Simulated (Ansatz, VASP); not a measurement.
**One calculation of BeS, two programs**

```
CELL_PARAMETERS angstrom
3.30024 0.00000 0.00000
-1.65012 2.85809 0.00000
0.00000 0.00000 4.99877
ATOMIC_POSITIONS crystal
Be 0.00000 0.00000 0.00000
Be 0.00000 0.00000 0.50000
S 0.33333 0.66667 0.25000
S 0.66667 0.33333 0.75000
```

Change from the starting cell: uniaxial_z strain -4.9%.

Alike in both runs: task single point; functional r2SCAN; k mesh 12 × 12 × 6; no spin polarisation.

```csv
,VASP,Ansatz
version,VASP 6.6.1,Ansatz 0.2.0
potentials or method,"VASP PAW PBE potentials, release 64 (Be, S)","plane waves, PAW"
plane-wave cutoff (eV),520,500
occupations,"gaussian, width 0.01 eV",fixed
valence electrons in the cell,16,16
```

|  | VASP | Ansatz | Ansatz less VASP |
| --- | --- | --- | --- |
| gap on the k mesh at the Fermi level (eV) | 1.40 | 1.39 | -0.011 |
| pressure (GPa) | 6.2 | 6.2 | -0.01 |
| traceless stress, the component that is largest in VASP (GPa) | 7.14 | 7.18 | +0.039 |

VASP's potentials were made for PBE, not for r2SCAN.
